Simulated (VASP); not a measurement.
# TiN in VASP: further runs, part 2 of 2

VASP 6.6.1. The steps go on from the part before.

## Step 3: Single point, PBEsol

This run uses another cell than the first one: it holds 8 atoms, not 12.

INCAR reads:

```
SYSTEM = TiN
ALGO     = Normal         ! electronic algorithm
DIPOL    = 0.5 0.5 0.500
EDIFF    = 1E-7           ! SCF threshold, eV
ENCUT    = 520            ! plane-wave cutoff, eV
GGA      = PS             ! functional
IDIPOL   = 3            
ISIF     = 2              ! what is computed and relaxed
ISMEAR   = 0              ! smearing method
LASPH    = .TRUE.         ! aspherical terms in the spheres
LCHARG   = .FALSE.        ! write CHGCAR
LDIPOL   = .TRUE.       
LREAL    = .FALSE.        ! projectors in reciprocal space
LWAVE    = .FALSE.        ! write WAVECAR
NBANDS   = 44             ! bands
NELM     = 60             ! most SCF steps
PREC     = Accurate       ! precision mode
SIGMA    = 0.1            ! smearing width, eV
```

KPOINTS reads:

```
k-points
0
G
  10 10 1
  0 0 0
```

POSCAR reads:

```
TiN
1.0
    2.9726300472      0.0000000000      0.0000000000
    0.0000000000      2.9726300472      0.0000000000
    0.0000000000      0.0000000000     23.3059005930
Ti N
4 4
Direct
    0.5000000000      0.5000000000      0.3647145051
    0.0000000000      0.0000000000      0.4549048350
    0.5000000000      0.5000000000      0.5450913075
    0.0000000000      0.0000000000      0.6306390193
    0.0000000000      0.0000000000      0.3647145051
    0.5000000000      0.5000000000      0.4549048350
    0.0000000000      0.0000000000      0.5456195493
    0.5000000000      0.5000000000      0.6375599532
```

Potentials or basis: VASP PAW PBE potentials, release 64 (Ti_sv, N).

Started as:

```sh
$ cat potpaw_PBE.64/Ti_sv/POTCAR potpaw_PBE.64/N/POTCAR > POTCAR
$ mpirun -np 1 vasp_std > vasp.out
```

OUTCAR:

```text
SYSTEM = TiN
   EDIFF = 1E-7
   ENCUT = 520
   GGA = PS
   ISIF = 2
   ISMEAR = 0
   LASPH = .TRUE.
   LREAL = .FALSE.
   NELM = 60
   PREC = Accurate

 ion  position               nearest neighbor table
   1  0.500  0.500  0.365-   6 2.10   5 2.10   5 2.10   5 2.10   5 2.10
   2  0.000  0.000  0.455-   5 2.10   6 2.10   6 2.10   6 2.10   6 2.10   7 2.11
   3  0.500  0.500  0.545-   6 2.10   7 2.10   7 2.10   7 2.10   7 2.10   8 2.16   4 2.90   4 2.90
                             4 2.90   4 2.90
   4  0.000  0.000  0.631-   7 1.98   8 2.11   8 2.11   8 2.11   8 2.11   3 2.90   3 2.90   3 2.90
                             3 2.90
   5  0.000  0.000  0.365-   2 2.10   1 2.10   1 2.10   1 2.10   1 2.10
   6  0.500  0.500  0.455-   3 2.10   1 2.10   2 2.10   2 2.10   2 2.10   2 2.10
   7  0.000  0.000  0.546-   4 1.98   3 2.10   3 2.10   3 2.10   3 2.10   2 2.11
   8  0.500  0.500  0.638-   4 2.11   4 2.11   4 2.11   4 2.11   3 2.16

  LATTYP: Found a simple tetragonal cell.
 ALAT       =     2.9726300472
 C/A-ratio  =     7.8401618173

  Lattice vectors:

[... 200 lines left out ...]
      1     -55.0969      2.00000
      2     -54.9850      2.00000
      3     -54.9288      2.00000
      4     -54.8270      2.00000
      5     -31.6870      2.00000
      6     -31.5854      2.00000
[... 976 lines left out ...]
     43       5.0875      0.00000
     44       5.0916      0.00000

------------------------ aborting loop because EDIFF is reached ----------------------------------------

 vacuum level on the upper side and lower side of the slab       (xc-potential included)         0.112        -0.336

  FORCE on cell =-STRESS in cart. coord.  units (eV):
  Direction    XX          YY          ZZ          XY          YZ          ZX
  --------------------------------------------------------------------------------------
  -------------------------------------------------------------------------------------
  Total       -4.6813199     -4.6813199     -1.5307982      0.0000000     -0.0000000      0.0000000
  in kB      -36.4192740    -36.4192740    -11.9091536      0.0000000     -0.0000000      0.0000000
  external PRESSURE =     -28.2492339 kB  Pullay stress =       0.0000000 kB

 VOLUME and BASIS-vectors are now :
 -----------------------------------------------------------------------------
  energy-cutoff  :      520.00
  volume of cell :      205.94
      direct lattice vectors                 reciprocal lattice vectors
     2.972630047  0.000000000  0.000000000     0.336402440  0.000000000  0.000000000
     0.000000000  2.972630047  0.000000000     0.000000000  0.336402440  0.000000000
     0.000000000  0.000000000 23.305900593     0.000000000  0.000000000  0.042907589

 POSITION                                       TOTAL-FORCE (eV/Angst)
 -----------------------------------------------------------------------------------
      1.48632      1.48632      8.50000         0.000000      0.000000      2.048117
      0.00000      0.00000     10.60197         0.000000      0.000000      0.125839
      1.48632      1.48632     12.70384         0.000000      0.000000     -0.018310
      0.00000      0.00000     14.69761        -0.000000      0.000000      0.020138
      0.00000      0.00000      8.50000         0.000000     -0.000000     -1.279672
      1.48632      1.48632     10.60197         0.000000      0.000000     -0.912559
      0.00000      0.00000     12.71615         0.000000     -0.000000     -0.020120
      1.48632      1.48632     14.85891         0.000000      0.000000      0.036566
 -----------------------------------------------------------------------------------
    total drift:                                0.000000      0.000000     -0.000006

  FREE ENERGIE OF THE ION-ELECTRON SYSTEM (eV)
  ---------------------------------------------------
  free  energy   TOTEN  =       -81.2500683273 eV

  energy  without entropy=      -81.2277496125  energy(sigma->0) =      -81.23890897

 vacuum level on the upper side and lower side of the slab         5.300         4.839
```

stdout:

```text
POSCAR found type information on POSCAR TiN
 POSCAR found :  2 types and       8 ions
 scaLAPACK will be used
 -----------------------------------------------------------------------------
|                                                                             |
|                                                                             |
|     You enforced a specific xc type in the INCAR file but a different       |
|     I HOPE YOU KNOW WHAT YOU ARE DOING!                                     |
|                                                                             |
 -----------------------------------------------------------------------------

 LDA part: xc-table for (Slater+PW92), standard interpolation
 POSCAR, INCAR and KPOINTS ok, starting setup
 FFT: planning ... GRIDC
 FFT: planning ... GRID_SOFT
 FFT: planning ... GRID
 WAVECAR not read
 entering main loop
```

It took 12 min on 1 thread of Intel Xeon 8259CL, shared host; peak memory 0.39 GiB.

What came out:

```
Free energy            : -81.2501 eV
Largest force          : 2.048 eV/Å
Band gap on the k mesh : zero (bands 34 and 35 overlap by 2.43 eV)
```

Forces in eV/Å, atoms in the order of the input:
```
Ti   0.000  0.000  2.048
Ti   0.000  0.000  0.126
Ti   0.000  0.000 -0.018
Ti   0.000  0.000  0.020
N    0.000  0.000 -1.280
N    0.000  0.000 -0.913
N    0.000  0.000 -0.020
N    0.000  0.000  0.037
```

Levels at points of the mesh, in eV from the Fermi level:
| k point | band 31 | band 32 | band 33 | band 34 | band 35 | band 36 | band 37 | band 38 |
| --- | --- | --- | --- | --- | --- | --- | --- | --- |
| (0.00, 0.00, 0.00) | -2.32 | -2.32 | -2.00 | -2.00 | -1.44 | -0.79 | -0.09 | -0.09 |
| (0.50, 0.00, 0.00) | -4.76 | -4.49 | 0.92 | 0.99 | 1.15 | 1.19 | 1.61 | 1.68 |
| (0.50, 0.50, 0.00) | -3.05 | -2.81 | -2.28 | -2.28 | -0.37 | -0.37 | 1.44 | 1.44 |

Caveat: the PAW data sets were made with another functional, which shifts forces and pressure a little.
